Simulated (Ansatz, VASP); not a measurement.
Zr: VASP beside Ansatz

Contents of INCAR:

```
SYSTEM = Zr
  ALGO = Normal
  EDIFF = 1E-6
  ENCUT = 500
  GGA = PS
  GGA_COMPAT = .FALSE.
  ISIF = 2
  ISMEAR = 0
  LASPH = .TRUE.
  LCHARG = .TRUE.
  LELF = .TRUE.
  LREAL = .FALSE.
  LVHAR = .TRUE.
  LWAVE = .FALSE.
  NBANDS = 19
  NELM = 120
  PREC = Accurate
  SIGMA = 0.05
```

KPOINTS

```
k-points
0
G
  18 18 8
  0 0 0
```

Contents of POSCAR:

```
Zr
1.0
    3.2320000000      0.0000000000      0.0000000000
   -1.6160000000      2.7989941100      0.0000000000
    0.0000000000      0.0000000000      5.1470000000
Zr
2
Direct
    0.3333333300      0.6666666700      0.2500000000
    0.6666666700      0.3333333300      0.7500000000
```

Input for Ansatz:

```yaml
crystal:
  lattice:
    - [3.232, 0.0, 0.0]
    - [-1.616, 2.79899411, 0.0]
    - [0.0, 0.0, 5.147]
  atoms:
    - { symbol: Zr, position: [0.33333333, 0.66666667, 0.25] }
    - { symbol: Zr, position: [0.66666667, 0.33333333, 0.75] }
basis:
  ecutwfc: 420
kpoints:
  mp_grid: { grid: [18, 18, 8] }
hamiltonian:
  xc: pbesol
scf:
  occupations: { method: gaussian, width: 0.05 }
output:
  forces: true
  eigenvalues: true
  eigenstates:
    nscf_kmesh: { grid: [30, 30, 16] }
    top_band: c6
    de_dk: true
    localisation: false
  stress: true
checkpoint:
  write: ck
  compress: false
  write_wavefunctions: false
  write_every: 100000
```

Alike in both runs: task single point; functional PBEsol; k mesh 18 × 18 × 8; occupations gaussian, width 0.05 eV; no spin polarisation.

|  | VASP | Ansatz |
| --- | --- | --- |
| version | VASP 6.6.1 | Ansatz 0.2.0 |
| potentials or method | VASP PAW PBE potentials, release 64 (Zr_sv), cutoff 500 eV | scalar-relativistic, plane waves, PAW |
| valence electrons in the cell | 24 | 24 |

|  | VASP | Ansatz | Ansatz less VASP |
| --- | --- | --- | --- |
| pressure (GPa) | -3.2 | -3.3 | -0.07 |
| traceless stress, the component that is largest in VASP (GPa) | 0.18 | 0.18 | 0.000 |

VASP's potentials were made for PBE, not for PBEsol. With one functional, cell and mesh, what is left measures potentials, basis and numerics.
